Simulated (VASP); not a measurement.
A run of VASP 6.6.1 is set up as follows.

File INCAR:

```
SYSTEM = WSe2
PREC = Accurate
ENCUT = 520
EDIFF = 1E-6
ISMEAR = 0
SIGMA = 0.05
LREAL = .FALSE.
LASPH = .TRUE.
NELM = 100
ALGO = Normal
ISIF = 2
LWAVE = .FALSE.
LCHARG = .TRUE.
GGA = PS
LELF = .TRUE.
LVHAR = .TRUE.
NBANDS = 35
```

The input KPOINTS:

```
regular mesh
0
G
  9 9 2
  0 0 0
```

File POSCAR:

```
WSe2
1.0
    3.2705808386      0.0000000000      0.0000000000
   -1.6352904193      2.8324060913      0.0000000000
    0.0000000000      0.0000000000     23.9869951139
W Se
2 4
Direct
    0.4128891143      0.3333333333      0.1145554758
    0.3333333333      0.6666666667      0.8623778584
    0.3333333333      0.6666666667      0.2073407565
    0.6666666667      0.3333333333      0.9321940382
    0.3333333333      0.6666666667      0.0678059618
    0.6666666667      0.3333333333      0.7926592435
```

Potentials or basis: VASP PAW PBE potentials, release 64 (W_sv, Se).

Command:

```sh
$ cat potpaw_PBE.64/W_sv/POTCAR potpaw_PBE.64/Se/POTCAR > POTCAR
$ mpirun -np 1 vasp_std > vasp.out
```

Task: Estimate the largest force.

Result: 51.972 eV/Å.

Task: Estimate the band gap on the k mesh.

Result: Zero (bands 26 and 27 overlap by 0.79 eV).

Forces on the atoms (eV/Å):
```
W    24.150 -26.972  37.288
W    -0.001   0.016  -0.016
Se   -0.008  -0.126  -1.012
Se    0.008   0.006   0.083
Se  -24.151  27.077 -36.270
Se    0.002  -0.002  -0.073
```

Caveat: the cell differs from its parent crystal (atom 1 (W) moved by -0.830 Å along [1 0 0] and -0.553 Å along [0 0 1]); atoms lie so close that the PAW spheres overlap strongly, which falsifies energies and pressures; the PAW data sets were made with another functional, which shifts forces and pressure a little; spin-orbit coupling is left out, which moves the levels of the heavy elements.
